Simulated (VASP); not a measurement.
Write the native input for VASP 6.6.1 that does the following.

| Property | Result |
| --- | --- |
| Task | single point |
| Functional | RPBE |
| Potentials or basis | VASP PAW PBE potentials, release 64 (Ba_sv) |
| Cutoff | 520 eV |
| k mesh | 9 × 9 × 5 |
| Occupations | fermi-dirac, width 0.1 eV |
| Spin | no spin polarisation |
| Dipole correction | no |
| Further INCAR settings | ALGO = Normal; EDIFF = 1e-06; NBANDS = 17 |

The structure of Ba lies in POSCAR:

```
Ba
1.0
    4.5965929422      0.0000000000      0.0000000000
   -2.2982964711      3.9807662588      0.0000000000
    0.0000000000      0.0000000000      7.5429549817
Ba
2
Direct
    0.3333333333      0.6666666667      0.2500000000
    0.6666666667      0.3333333333      0.7500000000
```

The input as run:

INCAR

```
SYSTEM = Ba
PREC     = Accurate       ! precision mode
ENCUT    = 520            ! plane-wave cutoff, eV
EDIFF    = 1E-6           ! SCF threshold, eV
ISMEAR   = -1             ! smearing method
SIGMA    = 0.1            ! smearing width, eV
LREAL    = .False.        ! projectors in reciprocal space
LASPH    = .True.         ! aspherical terms in the spheres
NELM     = 60             ! most SCF steps
ALGO     = Normal         ! electronic algorithm
ISIF     = 2              ! what is computed and relaxed
LWAVE    = .False.        ! write WAVECAR
LCHARG   = .True.         ! write CHGCAR
GGA      = RP             ! functional
LELF     = .True.         ! ELF
LVHAR    = .True.       
NBANDS   = 17             ! bands
```

KPOINTS

```
regular mesh
0
Gamma
  9 9 5
  0 0 0
```

Potentials or basis: VASP PAW PBE potentials, release 64 (Ba_sv).

The run is started by

```bash
$ cat potpaw_PBE.64/Ba_sv/POTCAR > POTCAR
$ mpirun -np 1 vasp_std > vasp.out
```

It gave:

```json
{
 "Pressure": "0.1 GPa",
 "Band gap on the k mesh": "zero (band 10 reaches 1.63 eV, above the bottom of band 11 at 1.37 eV)"
}
```

Caveat: the PAW data sets were made with another functional, which shifts forces and pressure a little; spin-orbit coupling is left out, which moves the levels of the heavy elements.

Wall time 38 s on 1 thread of Intel(R) Xeon(R) 6975P-C (Granite Rapids), with other jobs on the host, peak memory 0.27 GiB.
